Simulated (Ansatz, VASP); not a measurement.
**Si: VASP beside Ansatz**

The input INCAR:

```
SYSTEM = Si
PREC = Accurate ; ENCUT = 520
EDIFF = 1E-6 ; ISMEAR = 0
SIGMA = 0.15 ; LREAL = .False.
LASPH = .True. ; NELM = 80
ALGO = Normal ; ISIF = 2
LWAVE = .False. ; LCHARG = .True.
GGA = PS ; LELF = .True.
LVHAR = .True. ; NBANDS = 26
```

KPOINTS

```
regular mesh
0
Gamma
  10 10 10
  0 0 0
```

POSCAR

```
Si
1.0
   -3.2905128524      3.2905128524      3.2121986465
    3.2905128524     -3.2905128524      3.2121986465
    3.2905128524      3.2905128524     -3.2121986465
Si
8
Direct
    0.2047947401      0.2047947401      0.2047947401
    0.5000000000      0.0000000000      0.2952052599
    0.2952052599      0.5000000000      0.0000000000
    0.0000000000      0.2952052599      0.5000000000
    0.7952052599      0.7952052599      0.7952052599
    0.5000000000      0.0000000000      0.7047947401
    0.7047947401      0.5000000000      0.0000000000
    0.0000000000      0.7047947401      0.5000000000
```

Input for Ansatz:

```yaml
crystal:
  lattice:
    - [-3.2905128524, 3.2905128524, 3.2121986465]
    - [3.2905128524, -3.2905128524, 3.2121986465]
    - [3.2905128524, 3.2905128524, -3.2121986465]
  atoms:
    - { symbol: Si, position: [0.2047947401, 0.2047947401, 0.2047947401] }
    - { symbol: Si, position: [0.5, 0.0, 0.2952052599] }
    - { symbol: Si, position: [0.2952052599, 0.5, 0.0] }
    - { symbol: Si, position: [0.0, 0.2952052599, 0.5] }
    - { symbol: Si, position: [0.7952052599, 0.7952052599, 0.7952052599] }
    - { symbol: Si, position: [0.5, 0.0, 0.7047947401] }
    - { symbol: Si, position: [0.7047947401, 0.5, 0.0] }
    - { symbol: Si, position: [0.0, 0.7047947401, 0.5] }
basis:
  ecutwfc: 420
kpoints:
  mp_grid: { grid: [10, 10, 10] }
hamiltonian:
  xc: pbesol
  pseudopotentials: { kind: paw, azcp: { folder: soft_1 } }
scf:
  occupations: { method: gaussian, width: 0.15 }
output:
  forces: true
  stress: true
  eigenvalues: true
```

Alike in both runs: task single point; functional PBEsol; k mesh 10 × 10 × 10; occupations gaussian, width 0.15 eV; no spin polarisation.

```csv
,VASP,Ansatz
version,VASP 6.6.1,Ansatz 0.2.0
potentials or method,"VASP PAW PBE potentials, release 64 (Si), cutoff 520 eV","scalar-relativistic, plane waves, PAW"
valence electrons in the cell,32,32
```

VASP gave:

```
gap on the k mesh at the Fermi level (eV)                     : none
pressure (GPa)                                                : 3.8
traceless stress, the component that is largest in VASP (GPa) : 2.49
rms of the force components (eV/Å)                            : 0.139
```

**Question.** What did Ansatz give for the same quantities?

**Answer.** gap on the k mesh at the Fermi level (eV): none; pressure (GPa): 3.7; traceless stress, the component that is largest in VASP (GPa): 2.49; rms of the force components (eV/Å): 0.135.

VASP's potentials were made for PBE, not for PBEsol, and Ansatz warns of the same on its side. Atom by atom the forces differ by 0.006 eV/Å (rms over components). A gap of «none» marks a metal or a gap that the smearing closes.
